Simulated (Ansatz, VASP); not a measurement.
**CuO in VASP and in Ansatz**

```xyz
4
Lattice="0.0000 -2.1024 -2.1024 -2.1024 0.0000 -2.1024 2.1024 2.1024 -4.2047" Properties=species:S:1:pos:R:3 pbc="T T T"
Cu    0.0232   -0.0334   -4.1141
Cu    0.0232    2.0690   -6.2164
O    -0.0232    0.0334   -6.3977
O    -0.0232    0.0334   -2.1930
```

Alike in both runs: task single point; functional BLYP; k mesh 10 × 10 × 6; occupations fermi-dirac, width 0.05 eV; no spin polarisation.

|  | VASP | Ansatz |
| --- | --- | --- |
| version | VASP 6.6.1 | Ansatz 0.2.0 |
| potentials or method | VASP PAW PBE potentials, release 64 (Cu, O) | Ansatz PAW |
| plane-wave cutoff (eV) | 520 | 420 |
| valence electrons in the cell | 34 | 50 |

Ansatz gave:

```
gap on the k mesh at the Fermi level (eV)                     : none
pressure (GPa)                                                : 17.8
traceless stress, the component that is largest in VASP (GPa) : 5.50
rms of the force components (eV/Å)                            : 0.783
```

Estimate VASP's values.

gap on the k mesh at the Fermi level (eV): none; pressure (GPa): 18.4; traceless stress, the component that is largest in VASP (GPa): 5.88; rms of the force components (eV/Å): 0.818.

VASP's potentials were made for PBE, not for BLYP. Atom by atom the forces differ by 0.036 eV/Å (rms over components). A gap of «none» marks a metal or a gap that the smearing closes. The functional is the same, so the differences come from potentials, cutoffs and numerics. VASP's potentials hold 34 valence electrons a cell and Ansatz's 50, so a difference there can come from the potentials and not from the codes.
